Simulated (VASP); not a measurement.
# Ce (P6_3/mmc) in VASP: a series of runs

Ce is run at these levels: PBEsol; tasks: single point.

Program: VASP 6.6.1. These are calculated values, not measurements. Logs are shortened: lines on timing, memory, paths and dates and some standing lists are left out, and cuts for length are marked.

## (1) The cell of the first run

Symmetry: P6_3/mmc, No. 194, hexagonal system. Conventional cell: a = 3.127 Å, b = 3.127 Å, c = 5.657 Å, α = 90.00°, β = 90.00°, γ = 120.00°. Within 4.1 Å of Ce (site symmetry -6m2) lie 12 Ce at 3.13 to 3.36 Å.

## (2) Single point, PBEsol

File INCAR:

```
SYSTEM = Ce
PREC     = Accurate       ! precision mode
ENCUT    = 520            ! plane-wave cutoff, eV
EDIFF    = 1E-6           ! SCF threshold, eV
ISMEAR   = -1             ! smearing method
SIGMA    = 0.1            ! smearing width, eV
LREAL    = .FALSE.        ! projectors in reciprocal space
LASPH    = .TRUE.         ! aspherical terms in the spheres
NELM     = 60             ! most SCF steps
ALGO     = Normal         ! electronic algorithm
ISIF     = 2              ! what is computed and relaxed
LWAVE    = .FALSE.        ! write WAVECAR
LCHARG   = .FALSE.        ! write CHGCAR
GGA      = PS             ! functional
NBANDS   = 19             ! bands
```

File KPOINTS:

```
regular mesh
0
G
  10 10 6
  0 0 0
```

File POSCAR:

```
Ce
1.0
    3.1270903446      0.0000000000      0.0000000000
   -1.5635451723      2.7081396784      0.0000000000
    0.0000000000      0.0000000000      5.6566602412
Ce
2
Direct
    0.3333333333      0.6666666667      0.2500000000
    0.6666666667      0.3333333333      0.7500000000
```

Potentials or basis: VASP PAW PBE potentials, release 64 (Ce).

Run with:

```
$ cat potpaw_PBE.64/Ce/POTCAR > POTCAR
$ mpirun -np 1 vasp_std > vasp.out
```

OUTCAR:

```text
SYSTEM = Ce
   PREC = Accurate
   ENCUT = 520
   EDIFF = 1E-6
   ISMEAR = -1
   LREAL = .FALSE.
   LASPH = .TRUE.
   NELM = 60
   ISIF = 2
   GGA = PS

 ion  position               nearest neighbor table
   1  0.333  0.667  0.250-
   2  0.667  0.333  0.750-

  LATTYP: Found a hexagonal cell.
 ALAT       =     3.1270903446
 C/A-ratio  =     1.8089212712

  Lattice vectors:

 A1 = (   3.1270903446,   0.0000000000,   0.0000000000)
 A2 = (  -1.5635451723,   2.7081396784,   0.0000000000)
 A3 = (   0.0000000000,   0.0000000000,   5.6566602412)

Analysis of symmetry for initial positions (statically):
=====================================================================
 Subroutine PRICEL returns:
 Original cell was already a primitive cell.

 Routine SETGRP: Setting up the symmetry group for a
 hexagonal supercell.

 Subroutine GETGRP returns: Found 24 space group operations
 (whereof 12 operations were pure point group operations)
 out of a pool of 24 trial point group operations.

The static configuration has the point symmetry D_3d.
 The point group associated with its full space group is D_6h.

Analysis of symmetry for dynamics (positions and initial velocities):
=====================================================================
 Subroutine PRICEL returns:
 Original cell was already a primitive cell.

 Routine SETGRP: Setting up the symmetry group for a
 hexagonal supercell.

 Subroutine GETGRP returns: Found 24 space group operations
 (whereof 12 operations were pure point group operations)
 out of a pool of 24 trial point group operations.

The dynamic configuration has the point symmetry D_3d.
 The point group associated with its full space group is D_6h.

 Subroutine INISYM returns: Found 24 space group operations
 (whereof 12 operations are pure point group operations),
 and found     1 'primitive' translations

----------------------------------------------------------------------------------------

                                     Primitive cell

  volume of cell :      47.9040

  direct lattice vectors                    reciprocal lattice vectors
     3.127090345  0.000000000  0.000000000     0.319786092  0.184628586  0.000000000
    -1.563545172  2.708139678  0.000000000     0.000000000  0.369257172  0.000000000
     0.000000000  0.000000000  5.656660241     0.000000000  0.000000000  0.176782758

  length of vectors
     3.127090345  3.127090345  5.656660241     0.369257172  0.369257172  0.176782758

  position of ions in fractional coordinates (direct lattice)
     0.333333333  0.666666667  0.250000000
     0.666666667  0.333333333  0.750000000

  ion indices of the primitive-cell ions
   primitive index   ion index
                 1           1
                 2           2

----------------------------------------------------------------------------------------

 KPOINTS: regular mesh

Automatic generation of k-mesh.
 Grid dimensions read from file:
 generate k-points for:   10   10    6

 Generating k-lattice:

  Cartesian coordinates                     Fractional coordinates (reciprocal lattice)
     0.031978609  0.018462859  0.000000000     0.100000000  0.000000000  0.000000000
     0.000000000  0.036925717  0.000000000     0.000000000  0.100000000  0.000000000
     0.000000000  0.000000000  0.029463793     0.000000000  0.000000000  0.166666667

  Length of vectors
     0.036925717  0.036925717  0.029463793

  Shift w.r.t. Gamma in fractional coordinates (k-lattice)
     0.000000000  0.000000000  0.000000000

 Subroutine IBZKPT returns following result:
 ===========================================

 Found     56 irreducible k-points:

 Following reciprocal coordinates:
            Coordinates               Weight
  0.000000  0.000000  0.000000      1.000000
  0.100000  0.000000  0.000000      6.000000
  0.200000  0.000000  0.000000      6.000000
  0.300000 -0.000000  0.000000      6.000000
  0.400000  0.000000  0.000000      6.000000
  0.500000  0.000000  0.000000      3.000000
[... 16 lines left out ...]
  0.300000  0.100000  0.166667     24.000000
  0.400000  0.100000  0.166667     24.000000
 [... further k-points ...]
   k-points           NKPTS =     56   k-points in BZ     NKDIM =     56   number of bands    NBANDS=     19
   number of dos      NEDOS =    301   number of ions     NIONS =      2
   total plane-waves  NPLWV =  24192
   dimension x,y,z NGX =    24 NGY =   24 NGZ =   42
   dimension x,y,z NGXF=    48 NGYF=   48 NGZF=   84
   ions per type =               2
   NGX,Y,Z   is equivalent  to a cutoff of  12.76, 12.76, 12.34 a.u.
   NGXF,Y,Z  is equivalent  to a cutoff of  25.52, 25.52, 24.69 a.u.
 SYSTEM =  Ce
   PREC   = accura    normal or accurate (medium, high low for compatibility)
   ISTART =      0    job   : 0-new  1-cont  2-samecut
   ICHARG =      2    charge: 1-file 2-atom 10-const
   ISPIN  =      1    spin polarized calculation?
   LNONCOLLINEAR =      F non collinear calculations
   LSORBIT =      F    spin-orbit coupling
   LASPH  =      T    aspherical Exc in radial PAW
   ENCUT  =  520.0 eV  38.22 Ry    6.18 a.u.   5.81  5.81 10.52*2*pi/ulx,y,z
   NELM   =     60;   NELMIN=  2; NELMDL= -5     # of ELM steps
   EDIFF  = 0.1E-05   stopping-criterion for ELM
   LREAL  =      F    real-space projection
   EDIFFG = 0.1E-04   stopping-criterion for IOM
   NSW    =      0    number of steps for IOM
   IBRION =     -1    ionic relax: 0-MD 1-quasi-New 2-CG
   NFREE  =      0    steps in history (QN), initial steepest desc. (CG)
   ISIF   =      2    stress and relaxation
   ISYM   =      2    0-nonsym 1-usesym 2-fastsym
   POTIM  = 0.5000    time-step for ionic-motion
   TEBEG  =    0.0;   TEEND  =   0.0 temperature during run
   PSTRESS=    0.0 pullay stress
   NELECT =      24.0000    total number of electrons
   NUPDOWN=      -1.0000    fix difference up-down
   EMIN   =  10.00;   EMAX   =-10.00  energy-range for DOS
   EFERMI =   0.00;   METHOD = LEGACY
   ISMEAR =    -1;   SIGMA  =   0.10  broadening in eV -4-tet -1-fermi 0-gaus
   EFERMI_NEDOS =   21; number of points for ismear=-14 and -15
   IALGO  =     38    algorithm
   IMIX   =      4    mixing-type and parameters
     AMIX     =   0.40;   BMIX     =  1.00
     AMIX_MAG =   1.60;   BMIX_MAG =  1.00
  volume/ion in A,a.u.               =      23.95       161.64
  Fermi-wavevector in a.u.,A,eV,Ry     =   1.300234  2.457085 23.002110  1.690607
  Thomas-Fermi vector in A             =   2.431446
   LORBIT       =      0    0 simple, 1 ext, 2 COOP (PROOUT), +10 PAW based schemes
   GGA     = PS    functional components
   LHFCALC =     F    Hartree Fock is set to
   AEXX    =    0.0000 exact exchange contribution
   IVDW    =     0    specifies the selected vdW correction
   LEPSILON=     F    determine dielectric tensor
   LRPA    =     F    only Hartree local field effects (RPA)
 non-spin polarized calculation
  energy-cutoff  :      520.00
  volume of cell :       47.90
 maximum number of plane-waves:      1305
 NGX is ok and might be reduce to    24
   NGX = 11   NGY = 11   NGZ = 21

 number of electron      24.0000000 magnetization

 Free energy of the ion-electron system (eV)
  ---------------------------------------------------
  ext. energy  EPLUGINS =         0.00000000
  ---------------------------------------------------
  free energy    TOTEN  =       -13.12291504 eV

  energy without entropy =      -12.93717335  energy(sigma->0) =      -13.03004420

 E-fermi :  10.3469     XC(G=0): -11.9145

 val. band max:       10.3399462315   @ k =   0.3000   0.2000   0.1667
 cond. band min:      10.3491761594   @ k =   0.0000   0.0000   0.1667
 fundamental gap:      0.0092299278
 Fermi energy:        10.3469398768

 k-point     1 :       0.0000    0.0000    0.0000
  band No.  band energies     occupation
      1     -24.5083      2.00000
      2     -23.9982      2.00000
      3      -8.5732      2.00000
      4      -5.5291      2.00000
      5      -5.1437      2.00000
      6      -5.1437      2.00000
[... 11 lines left out ...]
     18      11.1616      0.00058
     19      11.1620      0.00058

 k-point     2 :       0.1000    0.0000    0.0000
  band No.  band energies     occupation
      1     -24.4386      2.00000
      2     -23.9460      2.00000
      3      -8.4678      2.00000
      4      -5.5702      2.00000
      5      -5.5341      2.00000
      6      -5.2778      2.00000
[... 11 lines left out ...]
     18      11.2034      0.00038
     19      11.2162      0.00034

 k-point     3 :       0.2000    0.0000    0.0000
  band No.  band energies     occupation
      1     -24.2478      2.00000
      2     -23.8084      2.00000
      3      -8.1673      2.00000
      4      -6.5808      2.00000
      5      -6.2491      2.00000
      6      -5.5672      2.00000
[... 11 lines left out ...]
     18      11.2079      0.00036
     19      11.2844      0.00017

 k-point     4 :       0.3000   -0.0000    0.0000
  band No.  band energies     occupation
      1     -23.9896      2.00000
      2     -23.6390      2.00000
      3      -7.7237      2.00000
      4      -7.6803      2.00000
      5      -7.3047      2.00000
      6      -5.8260      2.00000
[... 11 lines left out ...]
     18      11.2663      0.00020
     19      11.2949      0.00015

 k-point     5 :       0.4000    0.0000    0.0000
  band No.  band energies     occupation
      1     -23.7504      2.00000
      2     -23.5119      2.00000
      3      -8.4875      2.00000
      4      -8.0845      2.00000
      5      -7.2445      2.00000
      6      -6.0498      2.00000
[... 11 lines left out ...]
     18      11.2750      0.00019
     19      11.3281      0.00011

 k-point     6 :       0.5000    0.0000    0.0000
  band No.  band energies     occupation
      1     -23.6437      2.00000
      2     -23.4735      2.00000
      3      -8.7813      2.00000
      4      -8.3698      2.00000
      5      -6.9856      2.00000
      6      -6.1317      2.00000
[... 11 lines left out ...]
     18      11.2714      0.00019
     19      11.3148      0.00013

 k-point     7 :       0.1000    0.1000    0.0000
  band No.  band energies     occupation
      1     -24.3083      2.00000
      2     -23.8510      2.00000
      3      -8.2646      2.00000
      4      -6.1962      2.00000
      5      -6.0296      2.00000
      6      -5.5531      2.00000
[... 11 lines left out ...]
     18      11.2257      0.00031
     19      11.2406      0.00026

 k-point     8 :       0.2000    0.1000    0.0000
  band No.  band energies     occupation
      1     -24.0827      2.00000
      2     -23.6969      2.00000
      3      -7.8905      2.00000
      4      -7.1698      2.00000
      5      -6.9436      2.00000
      6      -5.7896      2.00000
[... 256 lines left out ...]
 k-point    20 :       0.5000    0.0000    0.1667
  band No.  band energies     occupation
      1     -23.6322      2.00000
      2     -23.4850      2.00000
      3      -8.8065      2.00000
      4      -8.4474      2.00000
      5      -6.8507      2.00000
      6      -6.0972      2.00000
[... 11 lines left out ...]
     18      11.2783      0.00018
     19      11.3078      0.00013

 k-point    21 :       0.1000    0.1000    0.1667
  band No.  band energies     occupation
      1     -24.2795      2.00000
      2     -23.8837      2.00000
      3      -8.1225      2.00000
      4      -6.1609      2.00000
      5      -6.1478      2.00000
      6      -5.6670      2.00000
[... 11 lines left out ...]
     18      11.2016      0.00039
     19      11.2243      0.00031

 k-point    22 :       0.2000    0.1000    0.1667
  band No.  band energies     occupation
      1     -24.0580      2.00000
      2     -23.7240      2.00000
      3      -7.8371      2.00000
      4      -7.1107      2.00000
      5      -6.9628      2.00000
      6      -5.8407      2.00000
[... 11 lines left out ...]
     18      11.2142      0.00034
     19      11.2557      0.00023

 k-point    23 :       0.3000    0.1000    0.1667
  band No.  band energies     occupation
      1     -23.8119      2.00000
      2     -23.5679      2.00000
      3      -8.1517      2.00000
      4      -7.8390      2.00000
      5      -7.1960      2.00000
      6      -6.1479      2.00000
[... 11 lines left out ...]
     18      11.2055      0.00037
     19      11.3158      0.00012

 k-point    24 :       0.4000    0.1000    0.1667
  band No.  band energies     occupation
      1     -23.6356      2.00000
      2     -23.4835      2.00000
      3      -8.6485      2.00000
      4      -8.2998      2.00000
      5      -6.8813      2.00000
      6      -6.3241      2.00000
[... 11 lines left out ...]
     18      11.2286      0.00030
     19      11.3486      0.00009

 [... further k-points ...]

------------------------ aborting loop because EDIFF is reached ----------------------------------------

  FORCE on cell =-STRESS in cart. coord.  units (eV):
  Direction    XX          YY          ZZ          XY          YZ          ZX
  --------------------------------------------------------------------------------------
  -------------------------------------------------------------------------------------
  Total       -0.0593244     -0.0593244     -0.0529524      0.0000000     -0.0000000      0.0000000
  in kB       -1.9841413     -1.9841413     -1.7710246      0.0000000     -0.0000000      0.0000000
  external PRESSURE =      -1.9131024 kB  Pullay stress =       0.0000000 kB

 VOLUME and BASIS-vectors are now :
 -----------------------------------------------------------------------------
  energy-cutoff  :      520.00
  volume of cell :       47.90
      direct lattice vectors                 reciprocal lattice vectors
     3.127090345  0.000000000  0.000000000     0.319786092  0.184628586  0.000000000
    -1.563545172  2.708139678  0.000000000     0.000000000  0.369257172  0.000000000
     0.000000000  0.000000000  5.656660241     0.000000000  0.000000000  0.176782758

 POSITION                                       TOTAL-FORCE (eV/Angst)
 -----------------------------------------------------------------------------------
     -0.00000      1.80543      1.41417         0.000000      0.000000      0.000000
      1.56355      0.90271      4.24250        -0.000000     -0.000000      0.000000
 -----------------------------------------------------------------------------------
    total drift:                               -0.000000      0.000000     -0.000000

  FREE ENERGIE OF THE ION-ELECTRON SYSTEM (eV)
  ---------------------------------------------------
  free  energy   TOTEN  =       -13.1229150435 eV

  energy  without entropy=      -12.9371733476  energy(sigma->0) =      -13.03004420
```

Wall time 67 s (1 thread of Intel Xeon Platinum 8375C at 2.90GHz (Ice Lake), shared host); peak memory 0.2 GiB.

Results:

- Free energy: -13.1229 eV
- Pressure: -0.2 GPa
- Band gap on the k mesh: zero (band 12 reaches 10.68 eV, above the bottom of band 13 at 10.19 eV)

Caveat: the PAW data sets were made with another functional, which shifts forces and pressure a little; spin-orbit coupling is left out, which moves the levels of the heavy elements.

## (3) Single point, PBEsol

File INCAR:

```
PREC = Accurate
ENCUT = 520
EDIFF = 1E-6
ISMEAR = -1
SIGMA = 0.1
LREAL = False
LASPH = True
NELM = 60
ALGO = Normal
ISIF = 2
LWAVE = False
LCHARG = False
GGA = PS
NBANDS = 19
```

File KPOINTS:

```
regular mesh
0
Gamma
  15 15 8
```

POSCAR is that of step 2.

Potentials or basis: VASP PAW PBE potentials, release 64 (Ce).

Run with:

```
$ cat potpaw_PBE.64/Ce/POTCAR > POTCAR
$ mpirun -np 1 vasp_std > vasp.out
```

OUTCAR:

```text
PREC = Accurate
   ENCUT = 520
   EDIFF = 1E-6
   ISMEAR = -1
   LREAL = False
   LASPH = True
   NELM = 60
   ISIF = 2
   GGA = PS

 ion  position               nearest neighbor table
   1  0.333  0.667  0.250-
   2  0.667  0.333  0.750-

  LATTYP: Found a hexagonal cell.
 ALAT       =     3.1270903446
 C/A-ratio  =     1.8089212712

  Lattice vectors:

 A1 = (   3.1270903446,   0.0000000000,   0.0000000000)
[... 187 lines left out ...]
  band No.  band energies     occupation
      1     -24.5055      2.00000
      2     -23.9953      2.00000
      3      -8.5716      2.00000
      4      -5.5268      2.00000
      5      -5.1413      2.00000
      6      -5.1413      2.00000
[... 505 lines left out ...]
      6      -6.7583      2.00000
[... 11 lines left out ...]
     18      11.2434      0.00027
     19      11.3602      0.00008

 [... further k-points ...]
[... 5 lines left out ...]
  --------------------------------------------------------------------------------------
  -------------------------------------------------------------------------------------
  Total       -0.0725803     -0.0725803      0.0081195      0.0000000      0.0000000      0.0000000
  in kB       -2.4274921     -2.4274921      0.2715614      0.0000000      0.0000000      0.0000000
  external PRESSURE =      -1.5278076 kB  Pullay stress =       0.0000000 kB

 VOLUME and BASIS-vectors are now :
 -----------------------------------------------------------------------------
  energy-cutoff  :      520.00
  volume of cell :       47.90
      direct lattice vectors                 reciprocal lattice vectors
     3.127090345  0.000000000  0.000000000     0.319786092  0.184628586  0.000000000
    -1.563545172  2.708139678  0.000000000     0.000000000  0.369257172  0.000000000
     0.000000000  0.000000000  5.656660241     0.000000000  0.000000000  0.176782758

 POSITION                                       TOTAL-FORCE (eV/Angst)
 -----------------------------------------------------------------------------------
     -0.00000      1.80543      1.41417        -0.000000      0.000000      0.000000
      1.56355      0.90271      4.24250         0.000000     -0.000000      0.000000
 -----------------------------------------------------------------------------------
    total drift:                               -0.000000      0.000000     -0.000000

  FREE ENERGIE OF THE ION-ELECTRON SYSTEM (eV)
  ---------------------------------------------------
  free  energy   TOTEN  =       -13.1189376913 eV

  energy  without entropy=      -12.9287475866  energy(sigma->0) =      -13.02384264
```

stdout:

```text
POSCAR found type information on POSCAR Ce
 POSCAR found :  1 types and       2 ions
 scaLAPACK will be used
 -----------------------------------------------------------------------------
|                                                                             |
|                                                                             |
|     You enforced a specific xc type in the INCAR file but a different       |
|     I HOPE YOU KNOW WHAT YOU ARE DOING!                                     |
|                                                                             |
 -----------------------------------------------------------------------------

 LDA part: xc-table for (Slater+PW92), standard interpolation
 POSCAR, INCAR and KPOINTS ok, starting setup
 FFT: planning ... GRIDC
 FFT: planning ... GRID_SOFT
 FFT: planning ... GRID
 WAVECAR not read
 entering main loop
```

Run time: 2.2 min. Hardware: 1 thread of Intel Xeon Platinum 8375C at 2.90GHz (Ice Lake), shared host; peak memory 0.26 GiB.

What came out:

```
Free energy            : -13.1189 eV
Pressure               : -0.2 GPa
Band gap on the k mesh : zero (band 12 reaches 10.73 eV, above the bottom of band 13 at 10.07 eV)
```

Stress tensor (GPa, compression positive):
```
-0.24  0.00  0.00
 0.00 -0.24  0.00
 0.00  0.00  0.03
```

Levels at points of the mesh, in eV from the Fermi level:
| k point | band 10 | band 11 | band 12 | band 13 | band 14 | band 15 |
| --- | --- | --- | --- | --- | --- | --- |
| (0.00, 0.00, 0.00) | -1.80 | -0.26 | 0.10 | 0.15 | 0.65 | 0.65 |
| (0.00, 0.00, 0.50) | -1.30 | -0.16 | -0.16 | 0.50 | 0.50 | 0.66 |

Caveat: the PAW data sets were made with another functional, which shifts forces and pressure a little; spin-orbit coupling is left out, which moves the levels of the heavy elements. Spin polarisation is off, so any magnetic state and its effect on volume and gap are missing.
